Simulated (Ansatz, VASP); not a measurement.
**Two plane-wave programs on Sn3Te**

```
Te Sn
1.0
     4.92965    0.00000    0.00000
     0.00000    4.92965    0.00000
     0.00000    0.00000    4.92965
Te Sn
1 3
Direct
  0.00000 0.00000 0.00000
  0.00000 0.50000 0.50000
  0.50000 0.00000 0.50000
  0.50000 0.50000 0.00000
```

Alike in both runs: task single point; functional r2SCAN; k mesh 6 × 6 × 6; occupations fermi-dirac, width 0.05 eV; no spin polarisation.

```csv
,VASP,Ansatz
version,VASP 6.6.1,Ansatz 0.2.0
potentials or method,"VASP PAW PBE potentials, release 64 (Te, Sn_d)",Ansatz PAW
plane-wave cutoff (eV),520,500
valence electrons in the cell,48,58
```

|  | VASP | Ansatz | Ansatz less VASP |
| --- | --- | --- | --- |
| gap on the k mesh at the Fermi level (eV) | none | none | - |
| pressure (GPa) | -1.9 | -1.9 | +0.03 |

VASP's potentials were made for PBE, not for r2SCAN. A gap of «none» marks a metal or a gap that the smearing closes. The functional is the same, so the differences come from potentials, cutoffs and numerics. VASP's potentials hold 48 valence electrons a cell and Ansatz's 58, so a difference there can come from the potentials and not from the codes.

Spin-orbit coupling is off throughout.
